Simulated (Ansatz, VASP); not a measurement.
# Ti3H: VASP beside Ansatz

INCAR

```
ALGO = Normal
DIPOL = 0.5 0.5 0.315
EDIFF = 1E-6
ENCUT = 520
GGA = PE
IDIPOL = 3
ISIF = 2
ISMEAR = 0
LASPH = True
LCHARG = False
LDIPOL = True
LREAL = False
LWAVE = False
NBANDS = 47
NELM = 80
PREC = Accurate
SIGMA = 0.1
```

File KPOINTS:

```
k-points
0
Gamma
  6 6 1
```

The input POSCAR:

```
Ti3H
1.0
    4.6039800811      0.0000000000      0.0000000000
   -2.3019900405      3.9871637087      0.0000000000
    0.0000000000      0.0000000000     22.4969948581
Ti H
6 2
Direct
    0.6666666667      0.3333333333      0.1778015253
    0.3333333333      0.6666666667      0.2195752601
    0.0000000000      0.0000000000      0.2613489950
    0.6666666667      0.3333333333      0.2980583739
    0.3333333333      0.6666666667      0.3304600279
    0.0000000000      0.0000000000      0.3776946615
    0.1671751195      0.8328248805      0.4261455772
    0.4994915471      0.5005084529      0.4261455772
```

Input for Ansatz:

```yaml
crystal:
  lattice:
    - [4.6039800811, 0.0, 0.0]
    - [-2.3019900405, 3.9871637087, 0.0]
    - [0.0, 0.0, 22.4969948581]
  atoms:
    - { symbol: Ti, position: [0.6666666667, 0.3333333333, 0.1778015253] }
    - { symbol: Ti, position: [0.3333333333, 0.6666666667, 0.2195752601] }
    - { symbol: Ti, position: [0.0, 0.0, 0.261348995] }
    - { symbol: Ti, position: [0.6666666667, 0.3333333333, 0.2980583739] }
    - { symbol: Ti, position: [0.3333333333, 0.6666666667, 0.3304600279] }
    - { symbol: Ti, position: [0.0, 0.0, 0.3776946615] }
    - { symbol: H, position: [0.1671751195, 0.8328248805, 0.4261455772] }
    - { symbol: H, position: [0.4994915471, 0.5005084529, 0.4261455772] }
basis:
  ecutwfc: 420
kpoints:
  mp_grid: { grid: [6, 6, 1] }
hamiltonian:
  xc: pbe
scf:
  occupations: { method: gaussian, width: 0.1 }
output:
  forces: true
  eigenvalues: true
efield:
  axis: 3
  dipole_correction: true
  ramp_width: 0.04
```

Alike in both runs: task single point; functional PBE; k mesh 6 × 6 × 1; occupations gaussian, width 0.1 eV; no spin polarisation.

|  | VASP | Ansatz |
| --- | --- | --- |
| version | VASP 6.6.1 | Ansatz 0.2.0 |
| potentials or method | VASP PAW PBE potentials, release 64 (Ti_sv, H), cutoff 520 eV | scalar-relativistic, plane waves, PAW |
| valence electrons in the cell | 74 | 74 |

Ansatz gave:

| Item | Value |
| --- | --- |
| gap on the k mesh at the Fermi level (eV) | none |
| rms of the force components (eV/Å) | 0.672 |

Q: Which values does VASP return?

A: gap on the k mesh at the Fermi level (eV): none; rms of the force components (eV/Å): 0.670.

Atom by atom the forces differ by 0.005 eV/Å (rms over components). A gap of «none» marks a metal or a gap that the smearing closes.
